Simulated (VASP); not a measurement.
Crystal: YBiO2F2.

```
Bi F O Y
1.0
     3.92847    0.00000    0.00000
     0.00000    3.92847    0.00000
     0.00000    0.00000    5.61481
Bi F O Y
1 2 2 1
Direct
  0.50000 0.50000 0.50000
  0.00000 0.50000 0.21962
  0.50000 0.00000 0.78038
  0.00000 0.50000 0.74563
  0.50000 0.00000 0.25437
  0.00000 0.00000 0.00000
```

* Program: VASP 6.6.1
* Task: relaxation of cell and atoms
* Functional: PBEsol
* Potentials or basis: VASP PAW PBE potentials, release 64 (Bi_d, F, O, Y_sv)
* Cutoff: 600 eV
* k mesh: 8 × 8 × 6
* Occupations: gaussian, width 0.05 eV
* Spin: no spin polarisation

At the start: pressure -5.5 GPa; volume 14.44 Å³/atom.

Q: How do energy, volume and symmetry change on relaxing?

A: Over 12 steps the energy falls by 11.2 meV/atom and the volume is 13.84 Å³/atom (-4.1 %); space group P-4m2 (No. 115, to 0.05 Å).

The path:
| step | energy change (eV) | largest force (eV/Å) | pressure (GPa) | volume (Å³) |
| --- | --- | --- | --- | --- |
| 1 | 0.0000 | 0.1672 | -5.46 | 86.65 |
| 2 | -0.0340 | 0.0827 | 4.41 | 80.63 |
| 3 | -0.0657 | 0.0733 | 0.03 | 83.01 |
| 4 | -0.0657 | 0.0735 | 0.15 | 82.94 |
| 5 | -0.0666 | 0.0346 | 0.13 | 82.95 |
| 6 | -0.0668 | 0.0166 | 0.12 | 82.96 |
| 7 | -0.0668 | 0.0133 | -0.10 | 83.10 |
| 8 | -0.0668 | 0.0142 | -0.05 | 83.06 |
| 9 | -0.0669 | 0.0125 | -0.03 | 83.06 |
| 10 | -0.0670 | 0.0170 | 0.01 | 83.05 |
| 11 | -0.0671 | 0.0115 | 0.01 | 83.06 |
| 12 | -0.0671 | 0.0046 | 0.02 | 83.06 |

Final structure:
```
Bi F O Y
1.0
     3.86632    0.00000    0.00000
     0.00000    3.86632    0.00000
     0.00000    0.00000    5.55656
Bi F O Y
1 2 2 1
Cartesian
  1.9332 1.9332 2.7783
  0.0000 1.9332 1.2038
  1.9332 0.0000 4.3528
  0.0000 1.9332 4.1453
  1.9332 0.0000 1.4112
  0.0000 0.0000 0.0000
```

Caveat: the PAW data sets were made with another functional, which shifts forces and pressure a little.
